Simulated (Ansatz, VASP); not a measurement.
## One calculation of SiC, two programs

```
Si C
1.0
     3.07520    0.00000    0.00000
    -1.53760    2.66320    0.00000
     0.00000    0.00000    5.04817
Si C
2 2
Direct
  0.33333 0.66667 0.00460
  0.66667 0.33333 0.50460
  0.54577 0.77288 0.34082
  0.66667 0.33333 0.88040
```

Alike in both runs: task single point; functional r2SCAN; k mesh 12 × 12 × 6; occupations gaussian, width 0.05 eV; no spin polarisation.

```csv
,VASP,Ansatz
version,VASP 6.6.1,Ansatz 0.2.0
potentials or method,"VASP PAW PBE potentials, release 64 (Si, C), cutoff 520 eV","scalar-relativistic, plane waves, PAW"
valence electrons in the cell,16,16
```

VASP gave:

```
gap on the k mesh at the Fermi level (eV)                     : 0.19
least direct gap on the mesh (eV)                             : 3.15
pressure (GPa)                                                : 8.2
traceless stress, the component that is largest in VASP (GPa) : -4.79
rms of the force components (eV/Å)                            : 1.238
```

Question: What did Ansatz give for the same quantities?

Answer: gap on the k mesh at the Fermi level (eV): 0.19; least direct gap on the mesh (eV): 3.15; pressure (GPa): 8.5; traceless stress, the component that is largest in VASP (GPa): -4.81; rms of the force components (eV/Å): 1.237.

VASP's potentials were made for PBE, not for r2SCAN. Atom by atom the forces differ by 0.006 eV/Å (rms over components).
